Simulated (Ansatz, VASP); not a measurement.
One calculation of MgO, two programs

INCAR

```
PREC     = Accurate       # precision mode
ENCUT    = 520            # plane-wave cutoff, eV
EDIFF    = 1E-6           # SCF threshold, eV
ISMEAR   = -1             # smearing method
SIGMA    = 0.02           # smearing width, eV
LREAL    = False          # projectors in reciprocal space
LASPH    = True           # aspherical terms in the spheres
NELM     = 60             # most SCF steps
ALGO     = Normal         # electronic algorithm
ISIF     = 2              # what is computed and relaxed
LWAVE    = False          # write WAVECAR
LCHARG   = False          # write CHGCAR
GGA      = PE             # functional
NBANDS   = 11             # bands
```

The input KPOINTS:

```
Automatic mesh
0
Gamma
  10 10 10
```

POSCAR

```
MgO
1.0
    0.0000000000      2.1021674168      2.1940321330
    2.1021674168      0.0000000000      2.1940321330
    2.1021674168      2.1021674168      0.0000000000
Mg O
1 1
Direct
    0.0000000000      0.0000000000      0.0000000000
    0.5000000000      0.5000000000      0.5000000000
```

Input for Ansatz:

```yaml
crystal:
  lattice:
    - [0.0, 2.1021674168, 2.194032133]
    - [2.1021674168, 0.0, 2.194032133]
    - [2.1021674168, 2.1021674168, 0.0]
  atoms:
    - { symbol: Mg, position: [0.0, 0.0, 0.0] }
    - { symbol: O, position: [0.5, 0.5, 0.5] }
kpoints:
  mp_grid: { grid: [10, 10, 10] }
  band_path:
    path:
      - [0.0, 0.0, 0.0]
      - [0.5, 0.0, 0.5]
      - [0.625, 0.25, 0.625]
      - [0.375, 0.375, 0.75]
      - [0.5, 0.5, 0.5]
      - [0.5, 0.25, 0.75]
    npoints: 1
hamiltonian:
  xc: pbe
scf:
  occupations: { method: fermi_dirac, width: 0.02 }
  n_extra_bands: 4
output:
  forces: true
  stress: true
  eigenvalues: true
```

Change from the starting cell: uniaxial_z strain +4.4%.

Alike in both runs: task single point; functional PBE; k mesh 10 × 10 × 10; occupations fermi-dirac, width 0.02 eV; no spin polarisation.

|  | VASP | Ansatz |
| --- | --- | --- |
| version | VASP 6.6.1 | Ansatz 0.2.0 |
| potentials or method | VASP PAW PBE potentials, release 64 (Mg, O) | plane waves, PAW |
| plane-wave cutoff (eV) | 520 | 420 |
| valence electrons in the cell | 8 | 16 |

Ansatz gave:

| Property | Result |
| --- | --- |
| gap on the k mesh at the Fermi level (eV) | 4.33 |
| pressure (GPa) | -0.6 |
| traceless stress, the component that is largest in VASP (GPa) | -4.48 |

**Question.** What did VASP give for the same quantities?

**Answer.** gap on the k mesh at the Fermi level (eV): 4.31; pressure (GPa): -1.3; traceless stress, the component that is largest in VASP (GPa): -4.50.

With one functional, cell and mesh, what is left measures potentials, basis and numerics. VASP's potentials hold 8 valence electrons a cell and Ansatz's 16, so a difference there can come from the potentials and not from the codes.
